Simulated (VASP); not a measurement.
A run of VASP 6.6.1 is set up as follows.

INCAR

```
PREC = Accurate
ENCUT = 520
EDIFF = 1E-6
ISMEAR = -1
SIGMA = 0.05
LREAL = False
LASPH = True
NELM = 100
ALGO = Normal
ISIF = 2
LWAVE = False
LCHARG = False
GGA = PE
NBANDS = 12
```

File KPOINTS:

```
regular mesh
0
Gamma
  14 14 14
```

POSCAR

```
Ti
1.0
    2.5480598943      0.0000000000      0.0000000000
    0.0000000000      2.5480598943      0.0000000000
    0.0000000000      0.0000000000      2.5480598943
Ti
1
Direct
    0.0000000000      0.0000000000      0.0000000000
```

Potentials or basis: VASP PAW PBE potentials, release 64 (Ti_sv).

Run with:

```console
$ cat potpaw_PBE.64/Ti_sv/POTCAR > POTCAR
$ mpirun -np 1 vasp_std > vasp.out
```

Task: Estimate the pressure.

Result: 9.8 GPa.

Task: Predict the band gap on the k mesh.

Result: Zero (band 6 reaches 9.43 eV, above the bottom of band 7 at 7.15 eV).
